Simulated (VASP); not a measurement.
Write the native input for VASP 6.6.1 that does the following.

| Property | Result |
| --- | --- |
| Task | relaxation of cell and atoms |
| Functional | BLYP |
| Potentials or basis | VASP PAW PBE potentials, release 64 (Pb_d, Se) |
| Cutoff | 600 eV |
| k mesh | 8 × 8 × 8 |
| Occupations | fermi-dirac, width 0.05 eV |
| Spin | no spin polarisation |
| Dipole correction | no |
| Further INCAR settings | ALGO = Normal; EDIFF = 1e-07; IBRION = 2; EDIFFG = -0.005; NSW = 80; ISIF = 3 |

The structure of PbSe (Clausthalite) lies in POSCAR:

```
PbSe
1.0
    0.0000000000      3.0606500000      3.0606500000
    3.0606500000      0.0000000000      3.0606500000
    3.0606500000      3.0606500000      0.0000000000
Pb Se
1 1
Direct
    0.0000000000      0.0000000000      0.0000000000
    0.5000000000      0.5000000000      0.5000000000
```

The input as run:

INCAR

```
SYSTEM = PbSe
AGGAC = 1.0 ; AGGAX = 1.0
ALDAC = 0.0 ; ALDAX = 1.0
ALGO = Normal ; EDIFF = 1E-7
EDIFFG = -0.005 ; ENCUT = 600
GGA = B5 ; IBRION = 2
ISIF = 3 ; ISMEAR = -1
LASPH = .TRUE. ; LCHARG = .FALSE.
LREAL = .FALSE. ; LWAVE = .FALSE.
NELM = 60 ; NSW = 80
PREC = Accurate ; SIGMA = 0.05
```

KPOINTS

```
k-points
0
G
  8 8 8
  0 0 0
```

Potentials or basis: VASP PAW PBE potentials, release 64 (Pb_d, Se).

Command:

```console
$ cat potpaw_PBE.64/Pb_d/POTCAR potpaw_PBE.64/Se/POTCAR > POTCAR
$ mpirun -np 1 vasp_std > vasp.out
```

Results of the run:

```yaml
Relaxed_volume: 32.20 Å³/atom
Relaxed_cell: a = 4.499 Å, b = 4.499 Å, c = 4.499 Å, α = 60.00°, β = 60.00°, γ = 60.00°
Space_group_after_relaxing_to_0.05_Å: Fm-3m (No. 225)
Energy_gained_by_relaxing: 60.7 meV/atom
Ionic_steps: 3
Pressure_after_relaxing: 0.0 GPa
Band_gap_on_the_k_mesh: 0.69 eV, direct
```

Caveat: the PAW data sets were made with another functional, which shifts forces and pressure a little; spin-orbit coupling is left out, which moves the levels of the heavy elements; the volume moved by +12 % from the deposited cell, more than functionals usually miss.

It used 100 s of CPU time on 1 thread of Intel Xeon 6975P-C (shared host).
